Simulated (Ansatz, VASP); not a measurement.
Two plane-wave programs on Si3N4

```
Si N
1.0
     0.00000    3.89372    3.89372
     3.89372    0.00000    3.89372
     3.89372    3.89372    0.00000
Si N
6 8
Direct
  0.12500 0.12500 0.62500
  0.12500 0.62500 0.12500
  0.62500 0.12500 0.12500
  0.12500 0.12500 0.12500
  0.75000 0.75000 0.75000
  0.50000 0.50000 0.50000
  0.36756 0.36756 0.36756
  0.35269 0.88244 0.88244
  0.88244 0.88244 0.35269
  0.88244 0.35269 0.88244
  0.36756 0.36756 0.89731
  0.36756 0.89731 0.36756
  0.88244 0.88244 0.88244
  0.89731 0.36756 0.36756
```

Alike in both runs: task single point; functional PBE; k mesh 4 × 4 × 4; occupations gaussian, width 0.1 eV; no spin polarisation.

|  | VASP | Ansatz |
| --- | --- | --- |
| version | VASP 6.6.1 | Ansatz 0.2.0 |
| potentials or method | VASP PAW PBE potentials, release 64 (Si, N), cutoff 520 eV | scalar-relativistic, plane waves, PAW |
| valence electrons in the cell | 64 | 64 |

Ansatz gave:

* gap on the k mesh at the Fermi level (eV): 3.37
* least direct gap on the mesh (eV): 3.38
* pressure (GPa): 0.2
* rms of the force components (eV/Å): 0.005

Question: Estimate VASP's values.

Answer: gap on the k mesh at the Fermi level (eV): 3.36; least direct gap on the mesh (eV): 3.37; pressure (GPa): 0.0; rms of the force components (eV/Å): 0.001.

Atom by atom the forces differ by 0.003 eV/Å (rms over components).
